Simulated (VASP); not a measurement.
# S: single point with PBE

Crystal: S.

```
S
1.0
    -2.50641    2.50641    2.28117
     2.50641   -2.50641    2.28117
     2.50641    2.50641   -2.28117
S
3
Direct
  0.75000 0.25000 0.50000
  0.25000 0.75000 0.50000
  0.50000 0.50000 0.00000
```

The cell was generated, and may not be a known phase.

```json
{"Program": "VASP 6.6.1", "Task": "single point", "Functional": "PBE", "Potentials or basis": "VASP PAW PBE potentials, release 64 (S)", "Cutoff": "520 eV", "k mesh": "14 × 14 × 14", "Occupations": "gaussian, width 0.1 eV", "Spin": "no spin polarisation", "Dipole correction": "no", "Further INCAR settings": "ALGO = Normal; EDIFF = 1e-07; NBANDS = 16"}
```

```json
{
  "Pressure": "-0.2 GPa",
  "Band gap on the k mesh": "zero (bands 9 and 10 overlap by 2.13 eV)"
}
```

Stress tensor (GPa, compression positive):
```
-0.10  0.00  0.00
 0.00 -0.10  0.00
 0.00  0.00 -0.26
```

Levels at points of the mesh, in eV from the Fermi level:
```tsv
k point	band 7	band 8	band 9	band 10	band 11	band 12
(0.00, 0.00, 0.00)	-2.16	-1.56	-1.56	-0.02	-0.02	4.03
(0.50, 0.00, 0.00)	-2.25	-1.99	-0.92	-0.49	0.57	2.42
(0.50, 0.50, 0.00)	-3.08	-1.78	-1.45	0.56	2.12	4.35
(0.50, 0.50, 0.50)	-1.18	0.15	0.15	1.67	1.67	5.98
```

It took 3.7 min on 1 thread of Intel Xeon 8259CL, with other jobs on the host, peak memory 0.28 GiB.
